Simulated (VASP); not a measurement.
# Al (Fm-3m) in VASP: a series of runs

Runs on Al. Level: PBE. Tasks: single point.

Everything below comes from runs of VASP 6.6.1. Logs are shortened: lines on timing, memory, paths and dates and some standing lists are left out, and cuts for length are marked.

**1. The cell of the first run**

It takes space group Fm-3m (No. 225, cubic). Conventional cell: a = 4.365 Å, b = 4.365 Å, c = 4.365 Å, α = 90.00°, β = 90.00°, γ = 90.00°. Within 4.1 Å of Al (site symmetry m-3m) lie 12 Al at 3.09 Å.

**2. Single point, PBE (Tl replaced by Al, lengths x 0.901, strained)**

INCAR

```
SYSTEM = Al
ALGO = Normal
EDIFF = 1E-6
ENCUT = 520
GGA = PE
ISIF = 2
ISMEAR = 0
LASPH = .True.
LCHARG = .False.
LREAL = .False.
LWAVE = .False.
NBANDS = 8
NELM = 80
PREC = Accurate
SIGMA = 0.1
```

KPOINTS

```
k-points
0
Gamma
  8 8 8
  0 0 0
```

POSCAR

```
Al
1.0
    0.0000000000      2.1823556814      2.1823556814
    2.1823556814      0.0000000000      2.1823556814
    2.1823556814      2.1823556814      0.0000000000
Al
1
Direct
    0.0000000000      0.0000000000      0.0000000000
```

Potentials or basis: VASP PAW PBE potentials, release 64 (Al).

On the command line:

```sh
cat potpaw_PBE.64/Al/POTCAR > POTCAR
mpirun -np 1 vasp_std > vasp.out
```

OUTCAR:

```text
SYSTEM = Al
   EDIFF = 1E-6
   ENCUT = 520
   GGA = PE
   ISIF = 2
   ISMEAR = 0
   LASPH = .True.
   LREAL = .False.
   NELM = 80
   PREC = Accurate

 ion  position               nearest neighbor table
   1  0.000  0.000  0.000-

  LATTYP: Found a face centered cubic cell.
 ALAT       =     4.3647113628

  Lattice vectors:

 A1 = (   0.0000000000,   2.1823556814,   2.1823556814)
 A2 = (   2.1823556814,   0.0000000000,   2.1823556814)
 A3 = (   2.1823556814,   2.1823556814,   0.0000000000)

Analysis of symmetry for initial positions (statically):
=====================================================================
 Subroutine PRICEL returns:
 Original cell was already a primitive cell.

 Routine SETGRP: Setting up the symmetry group for a
 face centered cubic supercell.

 Subroutine GETGRP returns: Found 48 space group operations
 (whereof 48 operations were pure point group operations)
 out of a pool of 48 trial point group operations.

The static configuration has the point symmetry O_h .

Analysis of symmetry for dynamics (positions and initial velocities):
=====================================================================
 Subroutine PRICEL returns:
 Original cell was already a primitive cell.

 Routine SETGRP: Setting up the symmetry group for a
 face centered cubic supercell.

 Subroutine GETGRP returns: Found 48 space group operations
 (whereof 48 operations were pure point group operations)
 out of a pool of 48 trial point group operations.

The dynamic configuration has the point symmetry O_h .

 Subroutine INISYM returns: Found 48 space group operations
 (whereof 48 operations are pure point group operations),
 and found     1 'primitive' translations

----------------------------------------------------------------------------------------

                                     Primitive cell

  volume of cell :      20.7877

  direct lattice vectors                    reciprocal lattice vectors
     0.000000000  2.182355681  2.182355681    -0.229110224  0.229110224  0.229110224
     2.182355681  0.000000000  2.182355681     0.229110224 -0.229110224  0.229110224
     2.182355681  2.182355681  0.000000000     0.229110224  0.229110224 -0.229110224

  length of vectors
     3.086317003  3.086317003  3.086317003     0.396830549  0.396830549  0.396830549

  position of ions in fractional coordinates (direct lattice)
     0.000000000  0.000000000  0.000000000

  ion indices of the primitive-cell ions
   primitive index   ion index
                 1           1

----------------------------------------------------------------------------------------

 KPOINTS: k-points

Automatic generation of k-mesh.
 Grid dimensions read from file:
 generate k-points for:    8    8    8

 Generating k-lattice:

  Cartesian coordinates                     Fractional coordinates (reciprocal lattice)
    -0.028638778  0.028638778  0.028638778     0.125000000  0.000000000  0.000000000
     0.028638778 -0.028638778  0.028638778     0.000000000  0.125000000  0.000000000
     0.028638778  0.028638778 -0.028638778     0.000000000  0.000000000  0.125000000

  Length of vectors
     0.049603819  0.049603819  0.049603819

  Shift w.r.t. Gamma in fractional coordinates (k-lattice)
     0.000000000  0.000000000  0.000000000

 Subroutine IBZKPT returns following result:
 ===========================================

 Found     29 irreducible k-points:

 Following reciprocal coordinates:
            Coordinates               Weight
  0.000000  0.000000  0.000000      1.000000
  0.125000  0.000000  0.000000      8.000000
  0.250000  0.000000  0.000000      8.000000
  0.375000  0.000000  0.000000      8.000000
  0.500000  0.000000  0.000000      4.000000
  0.125000  0.125000  0.000000      6.000000
[... 16 lines left out ...]
  0.500000  0.250000  0.125000     48.000000
 -0.375000  0.250000  0.125000     24.000000
 [... further k-points ...]
   k-points           NKPTS =     29   k-points in BZ     NKDIM =     29   number of bands    NBANDS=      8
   number of dos      NEDOS =    301   number of ions     NIONS =      1
   total plane-waves  NPLWV =  13824
   dimension x,y,z NGX =    24 NGY =   24 NGZ =   24
   dimension x,y,z NGXF=    48 NGYF=   48 NGZF=   48
   ions per type =               1
   NGX,Y,Z   is equivalent  to a cutoff of  12.93, 12.93, 12.93 a.u.
   NGXF,Y,Z  is equivalent  to a cutoff of  25.86, 25.86, 25.86 a.u.
 SYSTEM =  Al
   PREC   = accura    normal or accurate (medium, high low for compatibility)
   ISTART =      0    job   : 0-new  1-cont  2-samecut
   ICHARG =      2    charge: 1-file 2-atom 10-const
   ISPIN  =      1    spin polarized calculation?
   LNONCOLLINEAR =      F non collinear calculations
   LSORBIT =      F    spin-orbit coupling
   LASPH  =      T    aspherical Exc in radial PAW
   ENCUT  =  520.0 eV  38.22 Ry    6.18 a.u.   5.74  5.74  5.74*2*pi/ulx,y,z
   NELM   =     80;   NELMIN=  2; NELMDL= -5     # of ELM steps
   EDIFF  = 0.1E-05   stopping-criterion for ELM
   LREAL  =      F    real-space projection
   EDIFFG = 0.1E-04   stopping-criterion for IOM
   NSW    =      0    number of steps for IOM
   IBRION =     -1    ionic relax: 0-MD 1-quasi-New 2-CG
   NFREE  =      0    steps in history (QN), initial steepest desc. (CG)
   ISIF   =      2    stress and relaxation
   ISYM   =      2    0-nonsym 1-usesym 2-fastsym
   POTIM  = 0.5000    time-step for ionic-motion
   TEBEG  =    0.0;   TEEND  =   0.0 temperature during run
   PSTRESS=    0.0 pullay stress
   NELECT =       3.0000    total number of electrons
   NUPDOWN=      -1.0000    fix difference up-down
   EMIN   =  10.00;   EMAX   =-10.00  energy-range for DOS
   EFERMI =   0.00;   METHOD = LEGACY
   ISMEAR =     0;   SIGMA  =   0.10  broadening in eV -4-tet -1-fermi 0-gaus
   EFERMI_NEDOS =   21; number of points for ismear=-14 and -15
   IALGO  =     38    algorithm
   IMIX   =      4    mixing-type and parameters
     AMIX     =   0.40;   BMIX     =  1.00
     AMIX_MAG =   1.60;   BMIX_MAG =  1.00
  volume/ion in A,a.u.               =      20.79       140.28
  Fermi-wavevector in a.u.,A,eV,Ry     =   0.858710  1.622726 10.032697  0.737382
  Thomas-Fermi vector in A             =   1.975955
   LORBIT       =      0    0 simple, 1 ext, 2 COOP (PROOUT), +10 PAW based schemes
   GGA     = PE    functional components
   LHFCALC =     F    Hartree Fock is set to
   AEXX    =    0.0000 exact exchange contribution
   IVDW    =     0    specifies the selected vdW correction
   LEPSILON=     F    determine dielectric tensor
   LRPA    =     F    only Hartree local field effects (RPA)
 non-spin polarized calculation
 Gauss-broadening in eV      SIGMA  =   0.10
  energy-cutoff  :      520.00
  volume of cell :       20.79
 maximum number of plane-waves:       568
   NGX = 11   NGY = 11   NGZ = 11

 number of electron       3.0000000 magnetization

 Free energy of the ion-electron system (eV)
  ---------------------------------------------------
  ext. energy  EPLUGINS =         0.00000000
  ---------------------------------------------------
  free energy    TOTEN  =        -3.55771674 eV

  energy without entropy =       -3.55521423  energy(sigma->0) =       -3.55646548

 E-fermi :   5.8150     XC(G=0):  -9.3863

 val. band max:        5.7377959885   @ k =  -0.2500   0.5000   0.2500
 cond. band min:       5.9272374759   @ k =   0.5000   0.2500   0.1250
 fundamental gap:      0.1894414874
 Fermi energy:         5.8150283452

 k-point     1 :       0.0000    0.0000    0.0000
  band No.  band energies     occupation
      1      -3.8438      2.00000
      2      17.1321      0.00000
      3      17.1321      0.00000
      4      17.1321      0.00000
      5      17.2095      0.00000
      6      17.2095      0.00000
      7      17.2095      0.00000
      8      20.6870      0.00000

 k-point     2 :       0.1250    0.0000    0.0000
  band No.  band energies     occupation
      1      -3.4803      2.00000
      2      13.0148      0.00000
      3      15.8070      0.00000
      4      15.8070      0.00000
      5      18.3253      0.00000
      6      18.9571      0.00000
      7      18.9571      0.00000
      8      21.4864      0.00000

 k-point     3 :       0.2500    0.0000    0.0000
  band No.  band energies     occupation
      1      -2.3949      2.00000
      2       8.7729      0.00000
      3      15.0438      0.00000
      4      15.0438      0.00000
      5      18.0765      0.00000
      6      18.5698      0.00000
      7      18.5698      0.00000
      8      22.1492      0.00000

 k-point     4 :       0.3750    0.0000    0.0000
  band No.  band energies     occupation
      1      -0.6030      2.00000
      2       5.0306      2.00000
      3      14.8574      0.00000
      4      14.8574      0.00000
      5      16.9871      0.00000
      6      16.9871      0.00000
      7      18.1038      0.00000
      8      20.3955      0.00000

 k-point     5 :       0.5000    0.0000    0.0000
  band No.  band energies     occupation
      1       1.6905      2.00000
      2       2.0814      2.00000
      3      14.9764      0.00000
      4      14.9764      0.00000
      5      16.2479      0.00000
      6      16.2479      0.00000
      7      18.3701      0.00000
      8      19.5102      0.00000
[... 177 lines left out ...]
 k-point    22 :       0.3750    0.2500    0.1250
  band No.  band energies     occupation
      1      -1.4354      2.00000
      2       9.3130      0.00000
      3      10.0445      0.00000
      4      13.2424      0.00000
      5      16.5471      0.00000
      6      17.4381      0.00000
      7      20.4664      0.00000
      8      23.2531      0.00000

 k-point    23 :       0.5000    0.2500    0.1250
  band No.  band energies     occupation
      1       0.3471      2.00000
      2       5.9272      0.11254
      3       9.6180      0.00000
      4      11.4119      0.00000
      5      16.8221      0.00000
      6      18.6101      0.00000
      7      20.4068      0.00000
      8      23.7974      0.00000

 k-point    24 :      -0.3750    0.2500    0.1250
  band No.  band energies     occupation
      1       2.6495      2.00000
      2       2.9868      2.00000
      3      10.0133      0.00000
      4      10.3458      0.00000
      5      17.0868      0.00000
      6      17.8294      0.00000
      7      23.0473      0.00000
      8      23.5993      0.00000

 [... further k-points ...]
[... 5 lines left out ...]
  --------------------------------------------------------------------------------------
  -------------------------------------------------------------------------------------
  Total       -1.3650165     -1.3650165     -1.3650165     -0.0000000     -0.0000000      0.0000000
  in kB     -105.2063368   -105.2063368   -105.2063368     -0.0000000     -0.0000000      0.0000000
  external PRESSURE =    -105.2063368 kB  Pullay stress =       0.0000000 kB

 VOLUME and BASIS-vectors are now :
 -----------------------------------------------------------------------------
  energy-cutoff  :      520.00
  volume of cell :       20.79
      direct lattice vectors                 reciprocal lattice vectors
     0.000000000  2.182355681  2.182355681    -0.229110224  0.229110224  0.229110224
     2.182355681  0.000000000  2.182355681     0.229110224 -0.229110224  0.229110224
     2.182355681  2.182355681  0.000000000     0.229110224  0.229110224 -0.229110224

 POSITION                                       TOTAL-FORCE (eV/Angst)
 -----------------------------------------------------------------------------------
      0.00000      0.00000      0.00000        -0.000000      0.000000     -0.000000
 -----------------------------------------------------------------------------------
    total drift:                               -0.000000     -0.000000     -0.000000

  FREE ENERGIE OF THE ION-ELECTRON SYSTEM (eV)
  ---------------------------------------------------
  free  energy   TOTEN  =        -3.5577167364 eV

  energy  without entropy=       -3.5552142314  energy(sigma->0) =       -3.55646548
```

Run time: 1.5 s. Hardware: 1 thread of Intel Xeon 6975P-C (Granite Rapids), shared host; peak memory 0.12 GiB.

Results:

```
Free energy : -3.5577 eV
Pressure    : -10.5 GPa
```

Levels at points of the mesh, in eV from the Fermi level:
| k point | band 1 | band 2 | band 3 | band 4 | band 5 | band 6 |
| --- | --- | --- | --- | --- | --- | --- |
| (0.00, 0.00, 0.00) | -9.66 | 11.32 | 11.32 | 11.32 | 11.39 | 11.39 |
| (0.50, 0.00, 0.00) | -4.12 | -3.73 | 9.16 | 9.16 | 10.43 | 10.43 |
| (0.50, 0.50, 0.00) | -2.39 | -1.68 | 4.60 | 4.60 | 5.17 | 7.22 |

Caveat: the cell differs from its parent crystal (Tl replaced by Al, lengths x 0.901, strained).

**3. Single point, PBE (Tl replaced by Al, lengths x 0.901, strained)**

INCAR

```
SYSTEM = Al
  ALGO = Normal
  EDIFF = 1E-6
  ENCUT = 500
  GGA = PE
  GGA_COMPAT = .False.
  ISIF = 2
  ISMEAR = 0
  LASPH = .True.
  LCHARG = .False.
  LREAL = .False.
  LWAVE = .False.
  NBANDS = 8
  NELM = 120
  PREC = Accurate
  SIGMA = 0.1
```

KPOINTS

```
k-points
0
Gamma
  16 16 16
  0 0 0
```

POSCAR is that of step 2.

Potentials or basis: VASP PAW PBE potentials, release 64 (Al).

On the command line:

```sh
cat potpaw_PBE.64/Al/POTCAR > POTCAR
mpirun -np 1 vasp_std > vasp.out
```

Wall time 10 s (1 thread of Intel Xeon Platinum 8488C (Sapphire Rapids), shared host); peak memory 0.14 GiB.

The run converged. Its results:

| Item | Value |
| --- | --- |
| Free energy | -3.5772 eV |
| Pressure | -10.3 GPa |

Levels at points of the mesh, in eV from the Fermi level:
| k point | band 1 | band 2 | band 3 | band 4 | band 5 | band 6 |
| --- | --- | --- | --- | --- | --- | --- |
| (0.00, 0.00, 0.00) | -9.62 | 11.35 | 11.35 | 11.35 | 11.43 | 11.43 |
| (0.50, 0.00, 0.00) | -4.09 | -3.70 | 9.20 | 9.20 | 10.47 | 10.47 |
| (0.50, 0.50, 0.00) | -2.36 | -1.65 | 4.64 | 4.64 | 5.20 | 7.25 |

Caveat: the cell differs from its parent crystal (Tl replaced by Al, lengths x 0.901, strained).
